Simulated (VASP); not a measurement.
## In3As: relaxation of volume and atoms at fixed shape with LDA

Crystal: In3As.

```
In As
1.0
     4.67168    0.00000    0.00000
     0.00000    4.67168    0.00000
     0.00000    0.00000    4.67168
In As
3 1
Direct
  0.00000 0.50000 0.50000
  0.50000 0.00000 0.50000
  0.50000 0.50000 0.00000
  0.00000 0.00000 0.00000
```

| Item | Value |
| --- | --- |
| Program | VASP 6.6.1 |
| Task | relaxation of volume and atoms at fixed shape |
| Functional | LDA |
| Potentials or basis | VASP PAW LDA potentials, release 64 (In_d, As) |
| Cutoff | 600 eV |
| k mesh | 9 × 9 × 9 |
| Occupations | methfessel-paxton, width 0.05 eV |
| Spin | no spin polarisation |
| Dipole correction | no |
| Further INCAR settings | ALGO = Normal; EDIFF = 1e-06; IBRION = 2; EDIFFG = -0.03; NSW = 80; ISIF = 8 |

The relaxed volume is 23.15 Å³/atom, the relaxed cell is a = 4.524 Å, b = 4.524 Å, c = 4.524 Å, α = 90.00°, β = 90.00°, γ = 90.00° and the space group after relaxing (to 0.1 Å) is Pm-3m (No. 221). The energy gained by relaxing is 31.4 meV/atom, the ionic steps are 2 and the pressure after relaxing is 0.2 GPa. The band gap on the k mesh is zero (bands 22 and 23 overlap by 3.54 eV).

Step by step:
| step | energy change (eV) | largest force (eV/Å) | pressure (GPa) | volume (Å³) |
| --- | --- | --- | --- | --- |
| 1 | 0.0000 | 0.0000 | -4.11 | 101.96 |
| 2 | -0.1257 | 0.0000 | 0.19 | 92.61 |

Final structure:
```
In As
1.0
     4.52424    0.00000    0.00000
     0.00000    4.52424    0.00000
     0.00000    0.00000    4.52424
In As
3 1
Direct
  0.00000 0.50000 0.50000
  0.50000 0.00000 0.50000
  0.50000 0.50000 0.00000
  0.00000 0.00000 0.00000
```

Levels at points of the mesh, in eV from the Fermi level:
```tsv
k point	band 18	band 19	band 20	band 21	band 22	band 23	band 24	band 25	band 26
(0.00, 0.00, 0.00)	-3.24	-3.24	-3.24	-1.83	-1.83	2.16	2.16	2.16	4.71
```

It took 85 s on 1 thread of Intel(R) Xeon(R) 6975P-C (Granite Rapids), with other jobs on the host, peak memory 0.26 GiB.

Caveat: spin-orbit coupling is left out, which moves the levels of the heavy elements.
